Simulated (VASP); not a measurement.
# Ag in VASP: single point with PBE

Aim: the single point of Ag with PBE.

Everything below comes from runs of VASP 6.6.1. Logs are shortened: lines on timing, memory, paths and dates and some standing lists are left out, and cuts for length are marked.

## (1) The cell of the first run

The cell holds a atom, 1 atom: a = 14.000 Å, b = 14.400 Å, c = 14.800 Å, α = 90.00°, β = 90.00°, γ = 90.00°.

## (2) Single point, PBE, collinear spin, ferromagnetic start

INCAR reads:

```
ALGO = Normal
EDIFF = 1E-7
ENCUT = 520
GGA = PE
ISIF = 2
ISMEAR = -1
ISPIN = 2
ISYM = 0
LASPH = True
LCHARG = False
LMAXMIX = 4
LORBIT = 11
LREAL = False
LWAVE = False
MAGMOM = 1
NBANDS = 16
NELM = 150
PREC = Accurate
SIGMA = 0.01
```

KPOINTS reads:

```
k-points
0
Gamma
  1 1 1
```

POSCAR reads:

```
Ag
1.0
   14.0000000000      0.0000000000      0.0000000000
    0.0000000000     14.4000000000      0.0000000000
    0.0000000000      0.0000000000     14.8000000000
Ag
1
Direct
    0.5000000000      0.5000000000      0.5000000000
```

Potentials or basis: VASP PAW PBE potentials, release 64 (Ag).

The run is started by

```sh
> cat potpaw_PBE.64/Ag/POTCAR > POTCAR
> mpirun -np 1 vasp_gam > vasp.out
```

OUTCAR:

```text
EDIFF = 1E-7
   ENCUT = 520
   GGA = PE
   ISIF = 2
   ISMEAR = -1
   ISPIN = 2
   ISYM = 0
   LASPH = True
   LORBIT = 11
   LREAL = False
   NELM = 150
   PREC = Accurate

 ion  position               nearest neighbor table
   1  0.500  0.500  0.500-

IMPORTANT INFORMATION: All symmetrisations will be switched off!
NOSYMM: (Re-)initialisation of all symmetry stuff for point group C_1.

----------------------------------------------------------------------------------------

                                     Primitive cell

  volume of cell :    2983.6800

  direct lattice vectors                    reciprocal lattice vectors
    14.000000000  0.000000000  0.000000000     0.071428571  0.000000000  0.000000000
     0.000000000 14.400000000  0.000000000     0.000000000  0.069444444  0.000000000
     0.000000000  0.000000000 14.800000000     0.000000000  0.000000000  0.067567568

  length of vectors
    14.000000000 14.400000000 14.800000000     0.071428571  0.069444444  0.067567568

  position of ions in fractional coordinates (direct lattice)
     0.500000000  0.500000000  0.500000000

  ion indices of the primitive-cell ions
   primitive index   ion index
                 1           1

----------------------------------------------------------------------------------------

 KPOINTS: k-points

Automatic generation of k-mesh.
 Grid dimensions read from file:
 generate k-points for:    1    1    1

 Generating k-lattice:

  Cartesian coordinates                     Fractional coordinates (reciprocal lattice)
     0.071428571  0.000000000  0.000000000     1.000000000  0.000000000  0.000000000
     0.000000000  0.069444444  0.000000000     0.000000000  1.000000000  0.000000000
     0.000000000  0.000000000  0.067567568     0.000000000  0.000000000  1.000000000

  Length of vectors
     0.071428571  0.069444444  0.067567568

  Shift w.r.t. Gamma in fractional coordinates (k-lattice)
     0.000000000  0.000000000  0.000000000

 Subroutine IBZKPT returns following result:
 ===========================================

 Found      1 irreducible k-points:

 Following reciprocal coordinates:
            Coordinates               Weight
  0.000000  0.000000  0.000000      1.000000
   k-points           NKPTS =      1   k-points in BZ     NKDIM =      1   number of bands    NBANDS=     16
   number of dos      NEDOS =    301   number of ions     NIONS =      1
   total plane-waves  NPLWV = ******
   dimension x,y,z NGX =   108 NGY =  108 NGZ =  112
   dimension x,y,z NGXF=   216 NGYF=  216 NGZF=  224
   ions per type =               1
   NGX,Y,Z   is equivalent  to a cutoff of  12.82, 12.47, 12.58 a.u.
   NGXF,Y,Z  is equivalent  to a cutoff of  25.65, 24.94, 25.16 a.u.
 SYSTEM =  unknown system
   PREC   = accura    normal or accurate (medium, high low for compatibility)
   ISTART =      0    job   : 0-new  1-cont  2-samecut
   ICHARG =      2    charge: 1-file 2-atom 10-const
   ISPIN  =      2    spin polarized calculation?
   LNONCOLLINEAR =      F non collinear calculations
   LSORBIT =      F    spin-orbit coupling
   LASPH  =      T    aspherical Exc in radial PAW
   ENCUT  =  520.0 eV  38.22 Ry    6.18 a.u.  26.03 26.77 27.52*2*pi/ulx,y,z
   NELM   =    150;   NELMIN=  2; NELMDL= -5     # of ELM steps
   EDIFF  = 0.1E-06   stopping-criterion for ELM
   LREAL  =      F    real-space projection
   EDIFFG = 0.1E-05   stopping-criterion for IOM
   NSW    =      0    number of steps for IOM
   IBRION =     -1    ionic relax: 0-MD 1-quasi-New 2-CG
   NFREE  =      0    steps in history (QN), initial steepest desc. (CG)
   ISIF   =      2    stress and relaxation
   ISYM   =      0    0-nonsym 1-usesym 2-fastsym
   POTIM  = 0.5000    time-step for ionic-motion
   TEBEG  =    0.0;   TEEND  =   0.0 temperature during run
   PSTRESS=    0.0 pullay stress
   NELECT =      11.0000    total number of electrons
   NUPDOWN=      -1.0000    fix difference up-down
   EMIN   =  10.00;   EMAX   =-10.00  energy-range for DOS
   EFERMI =   0.00;   METHOD = LEGACY
   ISMEAR =    -1;   SIGMA  =   0.01  broadening in eV -4-tet -1-fermi 0-gaus
   EFERMI_NEDOS =   21; number of points for ismear=-14 and -15
   IALGO  =     38    algorithm
   IMIX   =      4    mixing-type and parameters
     AMIX     =   0.40;   BMIX     =  1.00
     AMIX_MAG =   1.60;   BMIX_MAG =  1.00
  volume/ion in A,a.u.               =    2983.68     20134.87
  Fermi-wavevector in a.u.,A,eV,Ry     =   0.252904  0.477918  0.870232  0.063960
  Thomas-Fermi vector in A             =   1.072337
   LORBIT       =     11    0 simple, 1 ext, 2 COOP (PROOUT), +10 PAW based schemes
   GGA     = PE    functional components
   LHFCALC =     F    Hartree Fock is set to
   AEXX    =    0.0000 exact exchange contribution
   IVDW    =     0    specifies the selected vdW correction
   LEPSILON=     F    determine dielectric tensor
   LRPA    =     F    only Hartree local field effects (RPA)
 spin polarized calculation
  energy-cutoff  :      520.00
  volume of cell :     2983.68
 maximum number of plane-waves:     40220
 NGX is ok and might be reduce to   108
   NGX = 53   NGY = 53   NGZ = 55

 number of electron      11.0000002 magnetization       1.0000000

 Free energy of the ion-electron system (eV)
  ---------------------------------------------------
  ext. energy  EPLUGINS =         0.00000000
  ---------------------------------------------------
  free energy    TOTEN  =        -0.19895549 eV

  energy without entropy =       -0.19895549  energy(sigma->0) =       -0.19895549

 E-fermi :  -4.4002     XC(G=0):  -0.3124

 val. band max:       -4.6555006038   @ k =   0.0000   0.0000   0.0000
 cond. band min:      -3.8817876028   @ k =   0.0000   0.0000   0.0000
 fundamental gap:      0.7737130011
 Fermi energy:        -4.4002405946

 spin component 1

 k-point     1 :       0.0000    0.0000    0.0000
  band No.  band energies     occupation
      1      -7.4262      1.00000
      2      -7.4262      1.00000
      3      -7.4262      1.00000
      4      -7.4262      1.00000
      5      -7.4262      1.00000
      6      -4.6555      1.00000
[... 8 lines left out ...]
     15       0.7768      0.00000
     16       0.8180      0.00000
 Fermi energy:        -4.4002405946

 spin component 2

 k-point     1 :       0.0000    0.0000    0.0000
  band No.  band energies     occupation
      1      -7.2200      1.00000
      2      -7.2200      1.00000
      3      -7.2200      1.00000
      4      -7.2200      1.00000
      5      -7.2200      1.00000
      6      -3.8818      0.00000
[... 8 lines left out ...]
     15       0.9266      0.00000
     16       0.9634      0.00000

------------------------ aborting loop because EDIFF is reached ----------------------------------------

  FORCE on cell =-STRESS in cart. coord.  units (eV):
  Direction    XX          YY          ZZ          XY          YZ          ZX
  --------------------------------------------------------------------------------------
  -------------------------------------------------------------------------------------
  Total       -0.0085414     -0.0094047     -0.0097168      0.0000000     -0.0000000     -0.0000000
  in kB       -0.0045866     -0.0050502     -0.0052177      0.0000000     -0.0000000     -0.0000000
  external PRESSURE =      -0.0049515 kB  Pullay stress =       0.0000000 kB

 VOLUME and BASIS-vectors are now :
 -----------------------------------------------------------------------------
  energy-cutoff  :      520.00
  volume of cell :     2983.68
      direct lattice vectors                 reciprocal lattice vectors
    14.000000000  0.000000000  0.000000000     0.071428571  0.000000000  0.000000000
     0.000000000 14.400000000  0.000000000     0.000000000  0.069444444  0.000000000
     0.000000000  0.000000000 14.800000000     0.000000000  0.000000000  0.067567568

 POSITION                                       TOTAL-FORCE (eV/Angst)
 -----------------------------------------------------------------------------------
      7.00000      7.20000      7.40000         0.000000     -0.000000      0.000000
 -----------------------------------------------------------------------------------
    total drift:                                0.000000     -0.000000      0.000000

  FREE ENERGIE OF THE ION-ELECTRON SYSTEM (eV)
  ---------------------------------------------------
  free  energy   TOTEN  =        -0.1989554925 eV

  energy  without entropy=       -0.1989554925  energy(sigma->0) =       -0.19895549

 total charge

# of ion       s       p       d       tot
------------------------------------------
    1        0.367   0.000   9.339   9.706

 magnetization (x)

# of ion       s       p       d       tot
------------------------------------------
    1        0.367   0.000  -0.023   0.344
```

Run time: 12 min. Hardware: 1 thread of Intel Xeon Platinum 8488C (Sapphire Rapids), shared host; peak memory 2.7 GiB.

What came out:

```
Free energy                                           : -0.1990 eV
Pressure                                              : 0.0 GPa
Band gap on the k mesh                                : 0.77 eV
Net moment                                            : 1.00 μB per cell
Site moments                                          : Ag +0.34 μB
Valence electrons inside the program's atomic spheres : Ag 9.71
```
